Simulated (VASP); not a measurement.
Crystal: InPd.

```
In Pd
1.0
     0.00000    2.74607    2.74607
     2.74607    0.00000    2.74607
     2.74607    2.74607    0.00000
In Pd
1 1
Direct
  0.00000 0.00000 0.00000
  0.50000 0.50000 0.50000
```

| Property | Result |
| --- | --- |
| Program | VASP 6.6.1 |
| Task | relaxation of cell and atoms |
| Functional | HF |
| Potentials or basis | VASP PAW PBE potentials, release 64 (In_d, Pd) |
| Cutoff | 600 eV |
| k mesh | 4 × 4 × 4 |
| Occupations | fermi-dirac, width 0.05 eV |
| Spin | no spin polarisation |

At the start: pressure 1.8 GPa; volume 20.71 Å³/atom.

Question: How do energy, volume and symmetry change on relaxing?

Answer: Over 3 steps the energy falls by 2.4 meV/atom and the volume is 21.14 Å³/atom (+2.1 %); space group Fm-3m (No. 225, to 0.1 Å) before and after.

Step by step:
```
step  energy change (eV)  largest force (eV/Å)  pressure (GPa)  volume (Å³)
   1              0.0000                0.0000            1.81        41.42
   2             -0.0028                0.0000           -1.11        42.84
   3             -0.0048                0.0000           -0.01        42.28
```

Final structure:
```xyz
2
Lattice="0.0000 2.7650 2.7650 2.7650 0.0000 2.7650 2.7650 2.7650 0.0000" Properties=species:S:1:pos:R:3 pbc="T T T"
In    0.0000    0.0000    0.0000
Pd    2.7650    2.7650    2.7650
```

Caveat: the k points lie up to 0.49 Å⁻¹ apart in the final cell, too coarse for converged energies and pressures of a metal; the PAW data sets were made with another functional, which shifts forces and pressure a little.
